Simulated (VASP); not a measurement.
# Hf2N (P4_2/mnm) in VASP: notebook

Hf2N is run at these levels: PBEsol; tasks: single point.

All numbers are computed with VASP 6.6.1; they aren't measurements. Logs are shortened: lines on timing, memory, paths and dates and some standing lists are left out, and cuts for length are marked.

## Step 1: The cell of the first run

It takes space group P4_2/mnm (No. 136, tetragonal). Conventional cell: a = 5.184 Å, b = 5.184 Å, c = 3.166 Å, α = 90.00°, β = 90.00°, γ = 90.00°. Hf (site symmetry m2m) has 3 N at 2.16 to 2.18 Å and 11 Hf at 3.01 to 3.17 Å within 3.2 Å. Within 2.9 Å of N (site symmetry mmm) lie 6 Hf at 2.16 to 2.18 Å.

## Step 2: Single point, PBEsol (14.18 Å³/atom)

File INCAR:

```
SYSTEM = Hf2N
PREC = Accurate ; ENCUT = 520
EDIFF = 1E-6 ; ISMEAR = 0
SIGMA = 0.1 ; LREAL = .FALSE.
LASPH = .TRUE. ; NELM = 100
ALGO = Normal ; ISIF = 2
LWAVE = .FALSE. ; LCHARG = .FALSE.
GGA = PS ; NBANDS = 34
```

File KPOINTS:

```
regular mesh
0
G
  8 8 12
  0 0 0
```

File POSCAR:

```
Hf2N
1.0
    5.1839609105      0.0000000000      0.0000000000
    0.0000000000      5.1839609105      0.0000000000
    0.0000000000      0.0000000000      3.1658047966
Hf N
4 2
Direct
    0.2946376701      0.2946376701      0.0000000000
    0.7053623299      0.7053623299      0.0000000000
    0.7946376701      0.2053623299      0.5000000000
    0.2053623299      0.7946376701      0.5000000000
    0.0000000000      0.0000000000      0.0000000000
    0.5000000000      0.5000000000      0.5000000000
```

Potentials or basis: VASP PAW PBE potentials, release 64 (Hf_pv, N).

Started as:

```sh
cat potpaw_PBE.64/Hf_pv/POTCAR potpaw_PBE.64/N/POTCAR > POTCAR
mpirun -np 1 vasp_std > vasp.out
```

OUTCAR:

```text
SYSTEM = Hf2N
   PREC = Accurate
   ENCUT = 520
   EDIFF = 1E-6
   ISMEAR = 0
   LREAL = .FALSE.
   LASPH = .TRUE.
   NELM = 100
   ISIF = 2
   GGA = PS

 ion  position               nearest neighbor table
   1  0.295  0.295  0.000-   5 2.16   6 2.18   6 2.18   2 3.01   4 3.07   3 3.07   4 3.07   3 3.07
                             4 3.07   4 3.07   3 3.07   3 3.07   2 3.72   2 3.72
   2  0.705  0.705  0.000-   5 2.16   6 2.18   6 2.18   1 3.01   4 3.07   3 3.07   4 3.07   3 3.07
                             3 3.07   3 3.07   4 3.07   4 3.07   1 3.72   1 3.72
   3  0.795  0.205  0.500-   6 2.16   5 2.18   5 2.18   4 3.01   1 3.07   1 3.07   2 3.07   2 3.07
                             2 3.07   2 3.07   1 3.07   1 3.07   4 3.72   4 3.72
   4  0.205  0.795  0.500-   6 2.16   5 2.18   5 2.18   3 3.01   1 3.07   1 3.07   2 3.07   2 3.07
                             1 3.07   1 3.07   2 3.07   2 3.07   3 3.72   3 3.72
   5  0.000  0.000  0.000-   1 2.16   2 2.16   3 2.18   4 2.18   3 2.18   4 2.18
   6  0.500  0.500  0.500-   3 2.16   4 2.16   1 2.18   2 2.18   1 2.18   2 2.18

  LATTYP: Found a simple tetragonal cell.
 ALAT       =     5.1839609105
 C/A-ratio  =     0.6106922585

  Lattice vectors:

 A1 = (   5.1839609105,   0.0000000000,   0.0000000000)
 A2 = (   0.0000000000,   5.1839609105,   0.0000000000)
 A3 = (   0.0000000000,   0.0000000000,   3.1658047966)

Analysis of symmetry for initial positions (statically):
=====================================================================
 Subroutine PRICEL returns:
 Original cell was already a primitive cell.

 Routine SETGRP: Setting up the symmetry group for a
 simple tetragonal supercell.

 Subroutine GETGRP returns: Found 16 space group operations
 (whereof  8 operations were pure point group operations)
 out of a pool of 16 trial point group operations.

The static configuration has the point symmetry D_2h.
 The point group associated with its full space group is D_4h.

Analysis of symmetry for dynamics (positions and initial velocities):
=====================================================================
 Subroutine PRICEL returns:
 Original cell was already a primitive cell.

 Routine SETGRP: Setting up the symmetry group for a
 simple tetragonal supercell.

 Subroutine GETGRP returns: Found 16 space group operations
 (whereof  8 operations were pure point group operations)
 out of a pool of 16 trial point group operations.

The dynamic configuration has the point symmetry D_2h.
 The point group associated with its full space group is D_4h.

 Subroutine INISYM returns: Found 16 space group operations
 (whereof  8 operations are pure point group operations),
 and found     1 'primitive' translations

----------------------------------------------------------------------------------------

                                     Primitive cell

  volume of cell :      85.0761

  direct lattice vectors                    reciprocal lattice vectors
     5.183960910  0.000000000  0.000000000     0.192902689  0.000000000  0.000000000
     0.000000000  5.183960910  0.000000000     0.000000000  0.192902689  0.000000000
     0.000000000  0.000000000  3.165804797     0.000000000  0.000000000  0.315875445

  length of vectors
     5.183960910  5.183960910  3.165804797     0.192902689  0.192902689  0.315875445

  position of ions in fractional coordinates (direct lattice)
     0.294637670  0.294637670  0.000000000
     0.705362330  0.705362330  0.000000000
     0.794637670  0.205362330  0.500000000
     0.205362330  0.794637670  0.500000000
     0.000000000  0.000000000  0.000000000
     0.500000000  0.500000000  0.500000000

  ion indices of the primitive-cell ions
   primitive index   ion index
                 1           1
                 2           2
                 3           3
                 4           4
                 5           5
                 6           6

----------------------------------------------------------------------------------------

 KPOINTS: regular mesh

Automatic generation of k-mesh.
 Grid dimensions read from file:
 generate k-points for:    8    8   12

 Generating k-lattice:

  Cartesian coordinates                     Fractional coordinates (reciprocal lattice)
     0.024112836  0.000000000  0.000000000     0.125000000  0.000000000  0.000000000
     0.000000000  0.024112836  0.000000000     0.000000000  0.125000000  0.000000000
     0.000000000  0.000000000  0.026322954     0.000000000  0.000000000  0.083333333

  Length of vectors
     0.024112836  0.024112836  0.026322954

  Shift w.r.t. Gamma in fractional coordinates (k-lattice)
     0.000000000  0.000000000  0.000000000

 Subroutine IBZKPT returns following result:
 ===========================================

 Found    105 irreducible k-points:

 Following reciprocal coordinates:
            Coordinates               Weight
  0.000000  0.000000  0.000000      1.000000
  0.125000  0.000000  0.000000      4.000000
  0.250000  0.000000  0.000000      4.000000
  0.375000  0.000000  0.000000      4.000000
  0.500000  0.000000  0.000000      2.000000
  0.125000  0.125000  0.000000      4.000000
[... 16 lines left out ...]
  0.375000  0.125000  0.083333     16.000000
  0.500000  0.125000  0.083333      8.000000
 [... further k-points ...]
   k-points           NKPTS =    105   k-points in BZ     NKDIM =    105   number of bands    NBANDS=     34
   number of dos      NEDOS =    301   number of ions     NIONS =      6
   total plane-waves  NPLWV =  38400
   dimension x,y,z NGX =    40 NGY =   40 NGZ =   24
   dimension x,y,z NGXF=    80 NGYF=   80 NGZF=   48
   ions per type =               4   2
   NGX,Y,Z   is equivalent  to a cutoff of  12.83, 12.83, 12.60 a.u.
   NGXF,Y,Z  is equivalent  to a cutoff of  25.66, 25.66, 25.21 a.u.
 SYSTEM =  Hf2N
   PREC   = accura    normal or accurate (medium, high low for compatibility)
   ISTART =      0    job   : 0-new  1-cont  2-samecut
   ICHARG =      2    charge: 1-file 2-atom 10-const
   ISPIN  =      1    spin polarized calculation?
   LNONCOLLINEAR =      F non collinear calculations
   LSORBIT =      F    spin-orbit coupling
   LASPH  =      T    aspherical Exc in radial PAW
   ENCUT  =  520.0 eV  38.22 Ry    6.18 a.u.   9.64  9.64  5.89*2*pi/ulx,y,z
   NELM   =    100;   NELMIN=  2; NELMDL= -5     # of ELM steps
   EDIFF  = 0.1E-05   stopping-criterion for ELM
   LREAL  =      F    real-space projection
   EDIFFG = 0.1E-04   stopping-criterion for IOM
   NSW    =      0    number of steps for IOM
   IBRION =     -1    ionic relax: 0-MD 1-quasi-New 2-CG
   NFREE  =      0    steps in history (QN), initial steepest desc. (CG)
   ISIF   =      2    stress and relaxation
   ISYM   =      2    0-nonsym 1-usesym 2-fastsym
   POTIM  = 0.5000    time-step for ionic-motion
   TEBEG  =    0.0;   TEEND  =   0.0 temperature during run
   PSTRESS=    0.0 pullay stress
   NELECT =      50.0000    total number of electrons
   NUPDOWN=      -1.0000    fix difference up-down
   EMIN   =  10.00;   EMAX   =-10.00  energy-range for DOS
   EFERMI =   0.00;   METHOD = LEGACY
   ISMEAR =     0;   SIGMA  =   0.10  broadening in eV -4-tet -1-fermi 0-gaus
   EFERMI_NEDOS =   21; number of points for ismear=-14 and -15
   IALGO  =     38    algorithm
   IMIX   =      4    mixing-type and parameters
     AMIX     =   0.40;   BMIX     =  1.00
     AMIX_MAG =   1.60;   BMIX_MAG =  1.00
  volume/ion in A,a.u.               =      14.18        95.69
  Fermi-wavevector in a.u.,A,eV,Ry     =   1.371289  2.591360 25.584849  1.880433
  Thomas-Fermi vector in A             =   2.496999
   LORBIT       =      0    0 simple, 1 ext, 2 COOP (PROOUT), +10 PAW based schemes
   GGA     = PS    functional components
   LHFCALC =     F    Hartree Fock is set to
   AEXX    =    0.0000 exact exchange contribution
   IVDW    =     0    specifies the selected vdW correction
   LEPSILON=     F    determine dielectric tensor
   LRPA    =     F    only Hartree local field effects (RPA)
 non-spin polarized calculation
 Gauss-broadening in eV      SIGMA  =   0.10
  energy-cutoff  :      520.00
  volume of cell :       85.08
 maximum number of plane-waves:      2327
 NGX is ok and might be reduce to    40
   NGX = 19   NGY = 19   NGZ = 11

 number of electron      49.9999987 magnetization

 Free energy of the ion-electron system (eV)
  ---------------------------------------------------
  ext. energy  EPLUGINS =         0.00000000
  ---------------------------------------------------
  free energy    TOTEN  =       -67.30264827 eV

  energy without entropy =      -67.29097422  energy(sigma->0) =      -67.29681124

 E-fermi :   6.3412     XC(G=0): -12.4668

 val. band max:        6.3308297194   @ k =   0.5000   0.0000   0.2500
 cond. band min:       6.3745935695   @ k =   0.3750   0.2500   0.3333
 fundamental gap:      0.0437638501
 Fermi energy:         6.3412416162

 k-point     1 :       0.0000    0.0000    0.0000
  band No.  band energies     occupation
      1     -24.8152      2.00000
      2     -24.1550      2.00000
      3     -24.0824      2.00000
      4     -24.0824      2.00000
      5     -23.7983      2.00000
      6     -23.5930      2.00000
[... 26 lines left out ...]
     33       9.8744      0.00000
     34       9.8744      0.00000

 k-point     2 :       0.1250    0.0000    0.0000
  band No.  band energies     occupation
      1     -24.7865      2.00000
      2     -24.1474      2.00000
      3     -24.1155      2.00000
      4     -24.0418      2.00000
      5     -23.7876      2.00000
      6     -23.5879      2.00000
[... 26 lines left out ...]
     33       9.8539      0.00000
     34      10.2397      0.00000
[... 775 lines left out ...]
     33      10.6461      0.00000
     34      11.2381      0.00000

 k-point    24 :       0.5000    0.1250    0.0833
  band No.  band energies     occupation
      1     -24.4186      2.00000
      2     -24.4186      2.00000
      3     -23.8754      2.00000
      4     -23.8754      2.00000
      5     -23.7643      2.00000
      6     -23.7643      2.00000
[... 26 lines left out ...]
     33      10.6850      0.00000
     34      10.6850      0.00000

 [... further k-points ...]

------------------------ aborting loop because EDIFF is reached ----------------------------------------

  FORCE on cell =-STRESS in cart. coord.  units (eV):
  Direction    XX          YY          ZZ          XY          YZ          ZX
  --------------------------------------------------------------------------------------
  -------------------------------------------------------------------------------------
  Total        7.2002171      7.2002171      7.0815499      0.0000000      0.0000000      0.0000000
  in kB      135.5965392    135.5965392    133.3617649      0.0000000      0.0000000      0.0000000
  external PRESSURE =     134.8516144 kB  Pullay stress =       0.0000000 kB

 VOLUME and BASIS-vectors are now :
 -----------------------------------------------------------------------------
  energy-cutoff  :      520.00
  volume of cell :       85.08
      direct lattice vectors                 reciprocal lattice vectors
     5.183960910  0.000000000  0.000000000     0.192902689  0.000000000  0.000000000
     0.000000000  5.183960910  0.000000000     0.000000000  0.192902689  0.000000000
     0.000000000  0.000000000  3.165804797     0.000000000  0.000000000  0.315875445

 POSITION                                       TOTAL-FORCE (eV/Angst)
 -----------------------------------------------------------------------------------
      1.52739      1.52739      0.00000         0.003650      0.003650      0.000000
      3.65657      3.65657      0.00000        -0.003650     -0.003650     -0.000000
      4.11937      1.06459      1.58290         0.003650     -0.003650     -0.000000
      1.06459      4.11937      1.58290        -0.003650      0.003650      0.000000
      0.00000      0.00000      0.00000         0.000000      0.000000      0.000000
      2.59198      2.59198      1.58290         0.000000      0.000000      0.000000
 -----------------------------------------------------------------------------------
    total drift:                               -0.000000      0.000000      0.000000

  FREE ENERGIE OF THE ION-ELECTRON SYSTEM (eV)
  ---------------------------------------------------
  free  energy   TOTEN  =       -67.3026482668 eV

  energy  without entropy=      -67.2909742186  energy(sigma->0) =      -67.29681124
```

Run time: 5.3 min. Hardware: 1 thread of Intel Xeon 8259CL, shared host; peak memory 0.36 GiB.

Results:

```
Free energy            : -67.3026 eV
Pressure               : 13.5 GPa
Largest force          : 0.005 eV/Å
Band gap on the k mesh : zero (bands 25 and 26 overlap by 2.89 eV)
```

Forces on the atoms (eV/Å):
```
Hf   0.004  0.004  0.000
Hf  -0.004 -0.004  0.000
Hf   0.004 -0.004  0.000
Hf  -0.004  0.004  0.000
N    0.000  0.000  0.000
N    0.000  0.000  0.000
```

Stress tensor (GPa, compression positive):
```
13.56  0.00  0.00
 0.00 13.56  0.00
 0.00  0.00 13.34
```

Levels at points of the mesh, in eV from the Fermi level:
```
           k point  band 22  band 23  band 24  band 25  band 26  band 27  band 28  band 29
(0.00, 0.00, 0.00)    -2.30     0.09     0.78     1.05     1.20     1.20     1.72     1.85
(0.50, 0.00, 0.00)    -2.59    -1.15    -1.15     1.58     1.58     1.97     1.97     2.15
(0.50, 0.50, 0.00)    -1.85    -1.49    -1.49     1.07     1.07     1.61     1.61     2.12
(0.00, 0.00, 0.50)    -1.50    -1.31    -1.31    -1.30    -1.30     2.31     2.31     3.95
(0.50, 0.00, 0.50)    -2.13    -1.14    -1.14    -0.98    -0.98     1.90     1.90     4.13
(0.50, 0.50, 0.50)    -1.85    -1.00    -1.00    -0.42    -0.42     1.47     1.47     3.14
```

Caveat: the cell stands under pressure; the PAW data sets were made with another functional, which shifts forces and pressure a little; spin-orbit coupling is left out, which moves the levels of the heavy elements.

(Continued in part 2 of 2.)
